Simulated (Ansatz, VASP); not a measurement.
This is a calculation of Pb for Ansatz 0.2.0.

File input.yaml:

```yaml
crystal:
  lattice:
    - [3.452420115, 0.0, 0.0]
    - [-1.7262100576, 2.9898835242, 0.0]
    - [0.0, 0.0, 11.2605791934]
  atoms:
    - { symbol: Pb, position: [0.6666666667, 0.3333333333, 0.75] }
    - { symbol: Pb, position: [0.0, 0.0, 0.5] }
    - { symbol: Pb, position: [0.3333333333, 0.6666666667, 0.25] }
    - { symbol: Pb, position: [0.0, 0.0, 0.0] }
hamiltonian:
  xc: lda
  pseudopotentials: { kind: paw }
kpoints:
  mp_grid: { grid: [9, 9, 3] }
scf:
  occupations: { method: fermi_dirac, width: 0.05 }
output:
  forces: true
  stress: true
  eigenvalues: true
```

Potentials or basis: Ansatz PAW.

Command:

```console
$ ansatz run input.yaml --threads 2 --pin off --max-ram 5632MiB --backend cpu --events-out ev --progress --plain --runs-dir out
```

Q: Set up the same calculation for VASP 6.6.1. Potentials there: VASP PAW LDA potentials, release 64 (Pb_d).

A: As run (the cutoff follows the program's own potentials):

File INCAR:

```
SYSTEM = Pb
PREC     = Accurate       ! precision mode
ENCUT    = 520            ! plane-wave cutoff, eV
EDIFF    = 1E-7           ! SCF threshold, eV
ISMEAR   = -1             ! smearing method
SIGMA    = 0.05           ! smearing width, eV
LREAL    = .False.        ! projectors in reciprocal space
LASPH    = .True.         ! aspherical terms in the spheres
NELM     = 80             ! most SCF steps
ALGO     = Fast           ! electronic algorithm
ISIF     = 2              ! what is computed and relaxed
LWAVE    = .False.        ! write WAVECAR
LCHARG   = .False.        ! write CHGCAR
GGA      = CA             ! functional
NBANDS   = 36             ! bands
```

KPOINTS

```
regular mesh
0
Gamma
  9 9 3
  0 0 0
```

File POSCAR:

```
Pb
1.0
    3.4524201150      0.0000000000      0.0000000000
   -1.7262100576      2.9898835242      0.0000000000
    0.0000000000      0.0000000000     11.2605791934
Pb
4
Direct
    0.6666666667      0.3333333333      0.7500000000
    0.0000000000      0.0000000000      0.5000000000
    0.3333333333      0.6666666667      0.2500000000
    0.0000000000      0.0000000000      0.0000000000
```

Potentials or basis: VASP PAW LDA potentials, release 64 (Pb_d).

The run is started by

```sh
$ cat potpaw_LDA.64/Pb_d/POTCAR > POTCAR
$ mpirun -np 1 vasp_std > vasp.out
```

Both were run:

|  | VASP | Ansatz | Ansatz less VASP |
| --- | --- | --- | --- |
| gap on the k mesh at the Fermi level (eV) | none | none | - |
| pressure (GPa) | -0.2 | -0.2 | -0.08 |
| traceless stress, the component that is largest in VASP (GPa) | 0.41 | 0.41 | -0.006 |

LDA's correlation is that of Perdew and Zunger in VASP and of Perdew and Wang (1992) in Ansatz. A gap of «none» marks a metal or a gap that the smearing closes.

Neither program's run includes spin-orbit coupling.
